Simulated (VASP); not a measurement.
# TiSi2 (Cmcm) in VASP: further runs, part 2 of 2

VASP 6.6.1.

## Step 3: Single point, PBE (13.49 Å³/atom)

File INCAR:

```
SYSTEM = TiSi2
PREC = Accurate ; ENCUT = 520
EDIFF = 1E-7 ; ISMEAR = 0
SIGMA = 0.15 ; LREAL = .False.
LASPH = .True. ; NELM = 60
ALGO = Normal ; ISIF = 2
LWAVE = .False. ; LCHARG = .False.
GGA = PE ; NBANDS = 29
```

File KPOINTS:

```
regular mesh
0
Gamma
  12 12 12
  0 0 0
```

File POSCAR:

```
TiSi2
1.0
    1.7490655774     -6.5543528008      0.0000000000
    1.7490655774      6.5543528008      0.0000000000
    0.0000000000      0.0000000000      3.5293985675
Ti Si
2 4
Direct
    0.8968075259      0.1031924741      0.7500000000
    0.1031924741      0.8968075259      0.2500000000
    0.5591373592      0.4408626408      0.7500000000
    0.4408626408      0.5591373592      0.2500000000
    0.2498287182      0.7501712818      0.7500000000
    0.7501712818      0.2498287182      0.2500000000
```

Potentials or basis: VASP PAW PBE potentials, release 64 (Ti_sv, Si).

Launch:

```bash
cat potpaw_PBE.64/Ti_sv/POTCAR potpaw_PBE.64/Si/POTCAR > POTCAR
mpirun -np 1 vasp_std > vasp.out
```

OUTCAR:

```text
SYSTEM = TiSi2
   PREC = Accurate
   ENCUT = 520
   EDIFF = 1E-7
   ISMEAR = 0
   LREAL = .False.
   LASPH = .True.
   NELM = 60
   ISIF = 2
   GGA = PE

 ion  position               nearest neighbor table
   1  0.897  0.103  0.750-   4 2.55   4 2.55   4 2.55   4 2.55   5 2.60   5 2.60   6 2.61   6 2.61
                             3 2.75   3 2.75
   2  0.103  0.897  0.250-   3 2.55   3 2.55   3 2.55   3 2.55   6 2.60   6 2.60   5 2.61   5 2.61
                             4 2.75   4 2.75
   3  0.559  0.441  0.750-   4 2.35   4 2.35   2 2.55   2 2.55   2 2.55   2 2.55   1 2.75   1 2.75
                             5 3.05   5 3.05   6 3.06   6 3.06
   4  0.441  0.559  0.250-   3 2.35   3 2.35   1 2.55   1 2.55   1 2.55   1 2.55   2 2.75   2 2.75
                             6 3.05   6 3.05   5 3.06   5 3.06
   5  0.250  0.750  0.750-   6 2.48   6 2.48   6 2.48   6 2.48   1 2.60   1 2.60   2 2.61   2 2.61
                             3 3.05   3 3.05   4 3.06   4 3.06
   6  0.750  0.250  0.250-   5 2.48   5 2.48   5 2.48   5 2.48   2 2.60   2 2.60   1 2.61   1 2.61
                             4 3.05   4 3.05   3 3.06   3 3.06

  LATTYP: Found a base centered orthorhombic cell.
 ALAT       =     3.4981311548
 B/A-ratio  =     3.7473453743
 C/A-ratio  =     1.0089383192

  Lattice vectors:

 A1 = (   1.7490655774,  -6.5543528008,   0.0000000000)
 A2 = (   1.7490655774,   6.5543528008,   0.0000000000)
 A3 = (   0.0000000000,   0.0000000000,   3.5293985675)

Analysis of symmetry for initial positions (statically):
=====================================================================
 Subroutine PRICEL returns:
 Original cell was already a primitive cell.

 Routine SETGRP: Setting up the symmetry group for a
 base centered orthorhombic supercell.

 Subroutine GETGRP returns: Found  8 space group operations
 (whereof  4 operations were pure point group operations)
 out of a pool of  8 trial point group operations.

The static configuration has the point symmetry C_2h.
 The point group associated with its full space group is D_2h.

Analysis of symmetry for dynamics (positions and initial velocities):
=====================================================================
 Subroutine PRICEL returns:
 Original cell was already a primitive cell.

 Routine SETGRP: Setting up the symmetry group for a
 base centered orthorhombic supercell.

 Subroutine GETGRP returns: Found  8 space group operations
 (whereof  4 operations were pure point group operations)
 out of a pool of  8 trial point group operations.

The dynamic configuration has the point symmetry C_2h.
 The point group associated with its full space group is D_2h.

 Subroutine INISYM returns: Found  8 space group operations
 (whereof  4 operations are pure point group operations),
 and found     1 'primitive' translations

----------------------------------------------------------------------------------------

                                     Primitive cell

  volume of cell :      80.9220

  direct lattice vectors                    reciprocal lattice vectors
     1.749065577 -6.554352801  0.000000000     0.285866926 -0.076285183  0.000000000
     1.749065577  6.554352801  0.000000000     0.285866926  0.076285183  0.000000000
     0.000000000  0.000000000  3.529398567     0.000000000  0.000000000  0.283334393

  length of vectors
     6.783713661  6.783713661  3.529398567     0.295870459  0.295870459  0.283334393
[... 50 lines left out ...]
  0.333333 -0.000000  0.000000      4.000000
  0.416667  0.000000  0.000000      4.000000
[... 16 lines left out ...]
  0.500000  0.166667  0.000000      4.000000
 -0.416667  0.166667  0.000000      4.000000
 [... further k-points ...]
   k-points           NKPTS =    301   k-points in BZ     NKDIM =    301   number of bands    NBANDS=     29
   number of dos      NEDOS =    301   number of ions     NIONS =      6
   total plane-waves  NPLWV =  70000
   dimension x,y,z NGX =    50 NGY =   50 NGZ =   28
   dimension x,y,z NGXF=   100 NGYF=  100 NGZF=   56
   ions per type =               2   4
   NGX,Y,Z   is equivalent  to a cutoff of  12.25, 12.25, 13.19 a.u.
   NGXF,Y,Z  is equivalent  to a cutoff of  24.51, 24.51, 26.38 a.u.
 SYSTEM =  TiSi2
   PREC   = accura    normal or accurate (medium, high low for compatibility)
   ISTART =      0    job   : 0-new  1-cont  2-samecut
   ICHARG =      2    charge: 1-file 2-atom 10-const
   ISPIN  =      1    spin polarized calculation?
   LNONCOLLINEAR =      F non collinear calculations
   LSORBIT =      F    spin-orbit coupling
   LASPH  =      T    aspherical Exc in radial PAW
   ENCUT  =  520.0 eV  38.22 Ry    6.18 a.u.  12.61 12.61  6.56*2*pi/ulx,y,z
   NELM   =     60;   NELMIN=  2; NELMDL= -5     # of ELM steps
   EDIFF  = 0.1E-06   stopping-criterion for ELM
   LREAL  =      F    real-space projection
   EDIFFG = 0.1E-05   stopping-criterion for IOM
   NSW    =      0    number of steps for IOM
   IBRION =     -1    ionic relax: 0-MD 1-quasi-New 2-CG
   NFREE  =      0    steps in history (QN), initial steepest desc. (CG)
   ISIF   =      2    stress and relaxation
   ISYM   =      2    0-nonsym 1-usesym 2-fastsym
   POTIM  = 0.5000    time-step for ionic-motion
   TEBEG  =    0.0;   TEEND  =   0.0 temperature during run
   PSTRESS=    0.0 pullay stress
   NELECT =      40.0000    total number of electrons
   NUPDOWN=      -1.0000    fix difference up-down
   EMIN   =  10.00;   EMAX   =-10.00  energy-range for DOS
   EFERMI =   0.00;   METHOD = LEGACY
   ISMEAR =     0;   SIGMA  =   0.15  broadening in eV -4-tet -1-fermi 0-gaus
   EFERMI_NEDOS =   21; number of points for ismear=-14 and -15
   IALGO  =     38    algorithm
   IMIX   =      4    mixing-type and parameters
     AMIX     =   0.40;   BMIX     =  1.00
     AMIX_MAG =   1.60;   BMIX_MAG =  1.00
  volume/ion in A,a.u.               =      13.49        91.01
  Fermi-wavevector in a.u.,A,eV,Ry     =   1.294412  2.446085 22.796604  1.675503
  Thomas-Fermi vector in A             =   2.425997
   LORBIT       =      0    0 simple, 1 ext, 2 COOP (PROOUT), +10 PAW based schemes
   GGA     = PE    functional components
   LHFCALC =     F    Hartree Fock is set to
   AEXX    =    0.0000 exact exchange contribution
   IVDW    =     0    specifies the selected vdW correction
   LEPSILON=     F    determine dielectric tensor
   LRPA    =     F    only Hartree local field effects (RPA)
 non-spin polarized calculation
 Gauss-broadening in eV      SIGMA  =   0.15
  energy-cutoff  :      520.00
  volume of cell :       80.92
 maximum number of plane-waves:      2211
   NGX = 25   NGY = 25   NGZ = 13

 number of electron      40.0000005 magnetization

 Free energy of the ion-electron system (eV)
  ---------------------------------------------------
  ext. energy  EPLUGINS =         0.00000000
  ---------------------------------------------------
  free energy    TOTEN  =       -40.60443600 eV

  energy without entropy =      -40.58634352  energy(sigma->0) =      -40.59538976

 E-fermi :  11.1863     XC(G=0): -11.8682

 val. band max:       11.1851008767   @ k =  -0.4167   0.4167   0.0833
 cond. band min:      11.1971158316   @ k =   0.5000   0.2500   0.1667
 fundamental gap:      0.0120149549
 Fermi energy:        11.1862894122

 k-point     1 :       0.0000    0.0000    0.0000
  band No.  band energies     occupation
      1     -45.4771      2.00000
      2     -45.4641      2.00000
      3     -21.8511      2.00000
      4     -21.8130      2.00000
      5     -21.8101      2.00000
      6     -21.7959      2.00000
[... 757 lines left out ...]
     28      14.3574      0.00000
     29      15.2464      0.00000

 [... further k-points ...]

------------------------ aborting loop because EDIFF is reached ----------------------------------------

  FORCE on cell =-STRESS in cart. coord.  units (eV):
  Direction    XX          YY          ZZ          XY          YZ          ZX
  --------------------------------------------------------------------------------------
  -------------------------------------------------------------------------------------
  Total        3.8586416      5.6765175      4.5296068      0.0000000      0.0000000      0.0000000
  in kB       76.3973715    112.3895557     89.6818343      0.0000000      0.0000000      0.0000000
  external PRESSURE =      92.8229205 kB  Pullay stress =       0.0000000 kB

 VOLUME and BASIS-vectors are now :
 -----------------------------------------------------------------------------
  energy-cutoff  :      520.00
  volume of cell :       80.92
      direct lattice vectors                 reciprocal lattice vectors
     1.749065577 -6.554352801  0.000000000     0.285866926 -0.076285183  0.000000000
     1.749065577  6.554352801  0.000000000     0.285866926  0.076285183  0.000000000
     0.000000000  0.000000000  3.529398567     0.000000000  0.000000000  0.283334393

 POSITION                                       TOTAL-FORCE (eV/Angst)
 -----------------------------------------------------------------------------------
      1.74907     -5.20163      2.64705         0.000000     -0.378086      0.000000
      1.74907      5.20163      0.88235         0.000000      0.378086     -0.000000
      1.74907     -0.77521      2.64705         0.000000     -0.318767     -0.000000
      1.74907      0.77521      0.88235         0.000000      0.318767     -0.000000
      1.74907      3.27942      2.64705         0.000000      0.032473     -0.000000
      1.74907     -3.27942      0.88235         0.000000     -0.032473     -0.000000
 -----------------------------------------------------------------------------------
    total drift:                               -0.000000     -0.000000     -0.000000

  FREE ENERGIE OF THE ION-ELECTRON SYSTEM (eV)
  ---------------------------------------------------
  free  energy   TOTEN  =       -40.6044360042 eV

  energy  without entropy=      -40.5863435175  energy(sigma->0) =      -40.59538976
```

stdout:

```text
POSCAR found type information on POSCAR TiSi
 POSCAR found :  2 types and       6 ions
 scaLAPACK will be used
 LDA part: xc-table for (Slater+PW92), standard interpolation
 POSCAR, INCAR and KPOINTS ok, starting setup
 FFT: planning ... GRIDC
 FFT: planning ... GRID_SOFT
 FFT: planning ... GRID
 WAVECAR not read
 entering main loop
```

Run time: 11 min. Hardware: 1 thread of AMD EPYC 9R45 (Zen 5), shared host; peak memory 0.64 GiB.

Results:

| Item | Value |
| --- | --- |
| Free energy | -40.6044 eV |
| Pressure | 9.3 GPa |
| Largest force | 0.378 eV/Å |
| Band gap on the k mesh | zero (bands 20 and 21 overlap by 1.05 eV) |

Forces in eV/Å, atoms in the order of the input:
```
Ti   0.000 -0.378  0.000
Ti   0.000  0.378  0.000
Si   0.000 -0.319  0.000
Si   0.000  0.319  0.000
Si   0.000  0.032  0.000
Si   0.000 -0.032  0.000
```

Caveat: the cell stands under pressure.

## Step 4: Single point, PBE (15.11 Å³/atom)

This run uses another cell than the first one, of 15.11 Å³/atom.

File INCAR:

```
SYSTEM = TiSi2
PREC     = Accurate       ! precision mode
ENCUT    = 520            ! plane-wave cutoff, eV
EDIFF    = 1E-6           ! SCF threshold, eV
ISMEAR   = 0              ! smearing method
SIGMA    = 0.15           ! smearing width, eV
LREAL    = .False.        ! projectors in reciprocal space
LASPH    = .True.         ! aspherical terms in the spheres
NELM     = 100            ! most SCF steps
ALGO     = Normal         ! electronic algorithm
ISIF     = 2              ! what is computed and relaxed
LWAVE    = .False.        ! write WAVECAR
LCHARG   = .True.         ! write CHGCAR
GGA      = PE             ! functional
LELF     = .True.         ! ELF
LVHAR    = .True.       
NBANDS   = 29             ! bands
```

File KPOINTS:

```
Automatic mesh
0
Gamma
  12 12 12
  0 0 0
```

File POSCAR:

```
TiSi2
1.0
    1.8208014003     -6.7772291084      0.0000000000
    1.8208014003      6.7772291084      0.0000000000
    0.0000000000      0.0000000000      3.6741526068
Ti Si
2 4
Direct
    0.8968075258      0.1031924742      0.7500000000
    0.1031924742      0.8968075258      0.2500000000
    0.5591373591      0.4408626409      0.7500000000
    0.4408626409      0.5591373591      0.2500000000
    0.2498287182      0.7501712818      0.7500000000
    0.7501712818      0.2498287182      0.2500000000
```

Launch:

```bash
cat potpaw_PBE.64/Ti_sv/POTCAR potpaw_PBE.64/Si/POTCAR > POTCAR
mpirun -np 1 vasp_std > vasp.out
```

Run time: 18 min. Hardware: 1 thread of Intel Xeon Platinum 8124M at 3.00GHz (Skylake/Cascade Lake), shared host; peak memory 0.74 GiB.

It converged, with:

```yaml
Free_energy: -40.6234 eV
Pressure: -6.8 GPa
Largest_force: 0.052 eV/Å
Band_gap_on_the_k_mesh: zero (bands 20 and 21 overlap by 0.93 eV)
```

Forces on the atoms (eV/Å):
```
Ti   0.000 -0.052  0.000
Ti   0.000  0.052  0.000
Si   0.000  0.026  0.000
Si   0.000 -0.026  0.000
Si   0.000  0.008  0.000
Si   0.000 -0.008  0.000
```

Stress tensor (GPa, compression positive):
```
-8.44  0.00  0.00
 0.00 -2.72  0.00
 0.00  0.00 -9.28
```

Levels at points of the mesh, in eV from the Fermi level:
```tsv
k point	band 18	band 19	band 20	band 21	band 22	band 23
(0.00, 0.00, 0.00)	-1.90	-1.85	0.40	0.46	0.74	0.84
(0.50, 0.00, 0.00)	-1.24	-0.59	-0.54	-0.51	0.84	1.21
(0.50, 0.50, 0.00)	-1.99	-0.98	0.32	0.57	0.61	0.84
(0.00, 0.00, 0.50)	-1.38	-0.06	-0.06	0.93	0.93	1.40
(0.50, 0.00, 0.50)	-2.97	-2.27	-2.27	1.61	1.61	1.66
(0.50, 0.50, 0.50)	-2.00	-0.89	-0.89	0.38	0.38	1.47
```

Caveat: the stress differs along the axes, from -9 to -3 GPa.

## Step 5: The runs side by side

| cell | gap on the mesh (eV) | pressure (GPa) | largest force (eV/Å) |
| --- | --- | --- | --- |
| a = 6.623, b = 6.623, c = 3.577 Å, angles 90.0, 90.0, 148.9°, 6 atoms | none | 8.8 | 0.75 |
| a = 6.784, b = 6.784, c = 3.529 Å, angles 90.0, 90.0, 150.1°, 6 atoms | none | 9.3 | 0.38 |
| a = 7.018, b = 7.018, c = 3.674 Å, angles 90.0, 90.0, 149.9°, 6 atoms | none | -6.8 | 0.05 |

Alike in all rows: task single point; level PBE; potentials or basis VASP PAW PBE potentials, release 64 (Ti_sv, Si); no spin polarisation; k mesh 12 × 12 × 12; cutoff (eV) 520; smearing gaussian 0.15 eV.

Caveats: the stress differs along the axes, from 4 to 18 GPa (at least some runs); the cell stands under pressure (at least some runs); the stress differs along the axes, from -9 to -3 GPa (at least some runs).

Total energies depend on the potentials used, so only differences within one code and one set of settings carry meaning.
